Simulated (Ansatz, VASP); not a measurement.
BeSb: VASP beside Ansatz

File INCAR:

```
ALGO = Normal
EDIFF = 1E-7
EDIFFG = -0.01
ENCUT = 600
GGA = PE
IBRION = 2
ISIF = 3
ISMEAR = 0
LASPH = T
LCHARG = F
LREAL = F
LWAVE = F
NELM = 100
NSW = 100
PREC = Accurate
SIGMA = 0.1
```

File KPOINTS:

```
k-points
0
Gamma
  16 16 18
```

File POSCAR:

```
BeSb
1.0
    3.6626964948      0.0000000000      0.0000000000
    0.0000000000      3.6626964948      0.0000000000
    0.0000000000      0.0000000000      3.0109275840
Be Sb
1 1
Direct
    0.5000000000      0.5000000000      0.7500391494
    0.0000000000      0.0000000000      0.7499608506
```

Input for Ansatz:

```yaml
crystal:
  lattice:
    - [3.6626964948, 0.0, 0.0]
    - [0.0, 3.6626964948, 0.0]
    - [0.0, 0.0, 3.010927584]
  atoms:
    - { symbol: Be, position: [0.5, 0.5, 0.7500391494] }
    - { symbol: Sb, position: [0.0, 0.0, 0.7499608506] }
basis:
  ecutwfc: 420
kpoints:
  mp_grid: { grid: [16, 16, 18] }
hamiltonian:
  xc: pbe
scf:
  occupations: { method: gaussian, width: 0.1 }
output:
  forces: true
  stress: true
  eigenvalues: true
  write_density: true
  write_potential: true
  elf: true
  volumetric_format: npy
relax:
  adjacent_minimum: "off"
  f_tol: 0.01
  max_steps: 80
  cell: { stress_tol: 0.05 }
```

Alike in both runs: task relaxation of cell and atoms; functional PBE; k mesh 16 × 16 × 18; occupations gaussian, width 0.1 eV; no spin polarisation.

|  | VASP | Ansatz |
| --- | --- | --- |
| version | VASP 6.6.1 | Ansatz 0.2.0 |
| potentials or method | VASP PAW PBE potentials, release 64 (Be, Sb), cutoff 600 eV | scalar-relativistic, plane waves, PAW |
| valence electrons in the cell | 7 | 17 |

Ansatz gave:

* gap on the k mesh at the Fermi level, each at its own relaxed structure (eV): none
* relaxed volume (Å³/atom): 20.16
* relaxed length of the cell vector where the two differ most in proportion (Å): 3.660

Question: Which values does VASP return?

Answer: gap on the k mesh at the Fermi level, each at its own relaxed structure (eV): none; relaxed volume (Å³/atom): 20.21; relaxed length of the cell vector where the two differ most in proportion (Å): 3.665.

A gap of «none» marks a metal or a gap that the smearing closes. VASP's potentials hold 7 valence electrons a cell and Ansatz's 17, so a difference there can come from the potentials and not from the codes.

Spin-orbit coupling is off throughout.
